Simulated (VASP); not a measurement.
# Ta (Fm-3m) in VASP: single point with HSE06

Aim: the single point of Ta with HSE06.

All numbers are computed with VASP 6.6.1; they aren't measurements. Logs are shortened: lines on timing, memory, paths and dates and some standing lists are left out, and cuts for length are marked.

**1. The cell of the first run**

Symmetry: Fm-3m, No. 225, cubic system. The conventional cell has a = 4.214 Å, b = 4.214 Å, c = 4.214 Å, α = 90.00°, β = 90.00°, γ = 90.00°. Ta (site symmetry m-3m) has 12 Ta at 2.98 Å within 3.9 Å.

This isn't the form of Ta at room conditions, which is bcc.

**2. Single point, HSE06 (18.70 Å³/atom)**

POSCAR

```
Ta
1.0
    0.0000000000      2.1068355666      2.1068355666
    2.1068355666      0.0000000000      2.1068355666
    2.1068355666      2.1068355666      0.0000000000
Ta
1
Direct
    0.0000000000      0.0000000000      0.0000000000
```

INCAR.step1

```
SYSTEM = Ta
  PREC = Accurate
  ENCUT = 400
  EDIFF = 1E-5
  ISMEAR = 0
  SIGMA = 0.05
  LREAL = .False.
  LASPH = .True.
  NELM = 120
  ALGO = Normal
  ISIF = 2
  LWAVE = .True.
  NBANDS = 12
  GGA = PE
  GGA_COMPAT = .False.
```

INCAR.step2

```
SYSTEM = Ta
  PREC = Accurate
  ENCUT = 400
  EDIFF = 1E-6
  ISMEAR = 0
  SIGMA = 0.05
  LREAL = .False.
  LASPH = .True.
  NELM = 120
  ALGO = Normal
  ISIF = 2
  LWAVE = .False.
  LCHARG = .True.
  GGA = PE
  LHFCALC = .True.
  HFSCREEN = 0.2079
  PRECFOCK = Normal
  LELF = .True.
  LVHAR = .True.
  NBANDS = 12
  ISTART = 1
  GGA_COMPAT = .False.
```

KPOINTS

```
regular mesh
0
Gamma
  8 8 8
  0 0 0
```

Potentials or basis: VASP PAW PBE potentials, release 64 (Ta_sv_GW).

On the command line:

```console
> cat potpaw_PBE.64/Ta_sv_GW/POTCAR > POTCAR
> cp INCAR.step1 INCAR
> mpirun -np 1 vasp_std > vasp.out
> cp INCAR.step2 INCAR
> mpirun -np 1 vasp_std > vasp.out
```

OUTCAR:

```text
SYSTEM = Ta
   PREC = Accurate
   ENCUT = 400
   EDIFF = 1E-6
   ISMEAR = 0
   LREAL = .False.
   LASPH = .True.
   NELM = 120
   ISIF = 2
   GGA = PE
   LHFCALC = .True.
   HFSCREEN = 0.2079
   PRECFOCK = Normal
   ISTART = 1

 ion  position               nearest neighbor table
   1  0.000  0.000  0.000-

  LATTYP: Found a face centered cubic cell.
 ALAT       =     4.2136711332

  Lattice vectors:

 A1 = (   0.0000000000,   2.1068355666,   2.1068355666)
 A2 = (   2.1068355666,   0.0000000000,   2.1068355666)
 A3 = (   2.1068355666,   2.1068355666,   0.0000000000)

Analysis of symmetry for initial positions (statically):
=====================================================================
 Subroutine PRICEL returns:
 Original cell was already a primitive cell.

 Routine SETGRP: Setting up the symmetry group for a
 face centered cubic supercell.

 Subroutine GETGRP returns: Found 48 space group operations
 (whereof 48 operations were pure point group operations)
 out of a pool of 48 trial point group operations.

The static configuration has the point symmetry O_h .

Analysis of symmetry for dynamics (positions and initial velocities):
=====================================================================
 Subroutine PRICEL returns:
 Original cell was already a primitive cell.

 Routine SETGRP: Setting up the symmetry group for a
 face centered cubic supercell.

 Subroutine GETGRP returns: Found 48 space group operations
 (whereof 48 operations were pure point group operations)
 out of a pool of 48 trial point group operations.

The dynamic configuration has the point symmetry O_h .

 Subroutine INISYM returns: Found 48 space group operations
 (whereof 48 operations are pure point group operations),
 and found     1 'primitive' translations

----------------------------------------------------------------------------------------

                                     Primitive cell

  volume of cell :      18.7035

  direct lattice vectors                    reciprocal lattice vectors
     0.000000000  2.106835567  2.106835567    -0.237322745  0.237322745  0.237322745
     2.106835567  0.000000000  2.106835567     0.237322745 -0.237322745  0.237322745
     2.106835567  2.106835567  0.000000000     0.237322745  0.237322745 -0.237322745

  length of vectors
     2.979515432  2.979515432  2.979515432     0.411055052  0.411055052  0.411055052
[... 93 lines left out ...]
   EFERMI =   0.00;   METHOD = LEGACY
   ISMEAR =     0;   SIGMA  =   0.05  broadening in eV -4-tet -1-fermi 0-gaus
   EFERMI_NEDOS =   21; number of points for ismear=-14 and -15
   IALGO  =     38    algorithm
   IMIX   =      1    mixing-type and parameters
     AMIX     =   0.40;   BMIX     =  1.00
     AMIX_MAG =   1.60;   BMIX_MAG =  1.00
  volume/ion in A,a.u.               =      18.70       126.22
  Fermi-wavevector in a.u.,A,eV,Ry     =   1.450158  2.740401 28.612482  2.102958
  Thomas-Fermi vector in A             =   2.567802
   LORBIT       =      0    0 simple, 1 ext, 2 COOP (PROOUT), +10 PAW based schemes
   GGA     = PE    functional components
   LHFCALC =     T    Hartree Fock is set to
   PRECFOCK=normal    Normal, Fast or Accurate (Low or Medium for compatibility)
   ENCUT4O =  -1.0   cutoff for four orbital integrals eV
   NKREDX  =     1    reduce k-point grid by
   NKREDY  =     1    reduce k-point grid by
   NKREDZ  =     1    reduce k-point grid by
   AEXX    =    0.2500 exact exchange contribution
   HFSCREEN=    0.2079 screening length (either q_TF or 0.3 A-1)
   HFSCREENC=   0.2079 screening length for correlation (either q_TF or 0.3 A-1)
   ENCUTFOCK=  -1.0 apply spherical cutoff to Coloumb kernel
   IVDW    =     0    specifies the selected vdW correction
   LEPSILON=     F    determine dielectric tensor
   LRPA    =     F    only Hartree local field effects (RPA)
 non-spin polarized calculation
 Gauss-broadening in eV      SIGMA  =   0.05
  energy-cutoff  :      400.00
  volume of cell :       18.70
 maximum number of plane-waves:       347
  NGX = 16; NGY = 16; NGZ = 16

 number of electron      13.0000001 magnetization

 Free energy of the ion-electron system (eV)
  ---------------------------------------------------
  ext. energy  EPLUGINS =         0.00000000
  ---------------------------------------------------
  free energy    TOTEN  =       -15.49890049 eV

  energy without entropy =      -15.49752636  energy(sigma->0) =      -15.49821343

 E-fermi :  10.3726     XC(G=0): -10.4660

 val. band max:       10.3218045958   @ k =   0.1250   0.0000   0.0000
 cond. band min:      10.4048834333   @ k =   0.3750   0.2500   0.0000
 fundamental gap:      0.0830788375
 Fermi energy:        10.3726126324

 k-point     1 :       0.0000    0.0000    0.0000
  band No.  band energies     occupation
      1     -61.4303      2.00000
      2     -25.8358      2.00000
      3     -25.8358      2.00000
      4     -25.8358      2.00000
      5       0.9049      2.00000
      6      10.9837      0.00000
      7      10.9837      0.00000
      8      10.9837      0.00000
      9      14.5503      0.00000
     10      14.5503      0.00000
     11      22.9843      0.00000
     12      28.1699      0.00000
[... 331 lines left out ...]
 k-point    24 :      -0.3750    0.2500    0.1250
  band No.  band energies     occupation
      1     -61.3073      2.00000
      2     -26.8412      2.00000
      3     -26.2892      2.00000
      4     -26.0743      2.00000
      5       6.5390      2.00000
      6       8.3547      2.00000
      7       9.8114      2.00000
      8      12.3191      0.00000
      9      16.2056      0.00000
     10      19.0118      0.00000
     11      20.0879      0.00000
     12      26.0825      0.00000

 [... further k-points ...]

------------------------ aborting loop because EDIFF is reached ----------------------------------------

  FORCE on cell =-STRESS in cart. coord.  units (eV):
  Direction    XX          YY          ZZ          XY          YZ          ZX
  --------------------------------------------------------------------------------------
  -------------------------------------------------------------------------------------
  Total       -0.3817089     -0.3817089     -0.3817089     -0.0000000      0.0000000      0.0000000
  in kB      -32.6979803    -32.6979803    -32.6979803     -0.0000000      0.0000000      0.0000000
  external PRESSURE =     -32.6979803 kB  Pullay stress =       0.0000000 kB

 VOLUME and BASIS-vectors are now :
 -----------------------------------------------------------------------------
  energy-cutoff  :      400.00
  volume of cell :       18.70
      direct lattice vectors                 reciprocal lattice vectors
     0.000000000  2.106835567  2.106835567    -0.237322745  0.237322745  0.237322745
     2.106835567  0.000000000  2.106835567     0.237322745 -0.237322745  0.237322745
     2.106835567  2.106835567  0.000000000     0.237322745  0.237322745 -0.237322745

 POSITION                                       TOTAL-FORCE (eV/Angst)
 -----------------------------------------------------------------------------------
      0.00000      0.00000      0.00000        -0.000000      0.000000     -0.000000
 -----------------------------------------------------------------------------------
    total drift:                                0.000000      0.000000      0.000000

  FREE ENERGIE OF THE ION-ELECTRON SYSTEM (eV)
  ---------------------------------------------------
  free  energy   TOTEN  =       -15.4989004913 eV

  energy  without entropy=      -15.4975263629  energy(sigma->0) =      -15.49821343
```

OUTCAR.step1:

```text
SYSTEM = Ta
   PREC = Accurate
   ENCUT = 400
   EDIFF = 1E-5
   ISMEAR = 0
   LREAL = .False.
   LASPH = .True.
   NELM = 120
[... 576 lines left out ...]
 -----------------------------------------------------------------------------------
      0.00000      0.00000      0.00000         0.000000      0.000000     -0.000000
 -----------------------------------------------------------------------------------
    total drift:                                0.000000      0.000000     -0.000000

  FREE ENERGIE OF THE ION-ELECTRON SYSTEM (eV)
  ---------------------------------------------------
  free  energy   TOTEN  =       -14.0397667543 eV

  energy  without entropy=      -14.0359145821  energy(sigma->0) =      -14.03784067
```

OSZICAR.step1:

```text
N       E                     dE             d eps       ncg     rms          rms(c)
DAV:   1     0.438702686409E+02    0.43870E+02   -0.68110E+03   744   0.842E+02
DAV:   2    -0.135497321130E+02   -0.57420E+02   -0.55367E+02   852   0.226E+02
DAV:   3    -0.148643569869E+02   -0.13146E+01   -0.13087E+01   832   0.303E+01
DAV:   4    -0.148714613341E+02   -0.71043E-02   -0.71041E-02   804   0.281E+00
DAV:   5    -0.148715614106E+02   -0.10008E-03   -0.10008E-03   836   0.248E-01    0.914E+01
DAV:   6    -0.142135506544E+02    0.65801E+00   -0.66870E-01   716   0.733E+00    0.587E+01
DAV:   7    -0.140909034773E+02    0.12265E+00   -0.10888E+00   768   0.870E+00    0.658E+00
DAV:   8    -0.140401885146E+02    0.50715E-01   -0.20166E-01   720   0.413E+00    0.449E+00
DAV:   9    -0.140401893604E+02   -0.84571E-06   -0.12376E-03   784   0.309E-01    0.394E+00
DAV:  10    -0.140403754303E+02   -0.18607E-03   -0.60475E-03   720   0.658E-01    0.152E+00
DAV:  11    -0.140398228449E+02    0.55259E-03   -0.10724E-03   724   0.328E-01    0.201E-01
DAV:  12    -0.140397835584E+02    0.39287E-04   -0.46552E-05   820   0.612E-02    0.364E-01
DAV:  13    -0.140397675443E+02    0.16014E-04   -0.30120E-05   708   0.496E-02    0.149E-01
DAV:  14    -0.140397667543E+02    0.78998E-06   -0.23496E-06   384   0.154E-02
   1 F= -.14039767E+02 E0= -.14037841E+02  d E =-.385217E-02
```

Wall time 34 min (1 thread of Intel Xeon Platinum 8375C at 2.90GHz (Ice Lake), shared host); peak memory 0.24 GiB.

What came out:

```yaml
Free_energy: -15.4989 eV
Pressure: -3.3 GPa
Band_gap_on_the_k_mesh: zero (an odd number of electrons rules out a gap without spin polarisation)
```

Caveat: the cell stands under tension; the PAW data sets were made with another functional, which shifts forces and pressure a little; spin-orbit coupling is left out, which moves the levels of the heavy elements.

The gap in the log of VASP goes by the Fermi energy; the results here count the filled bands.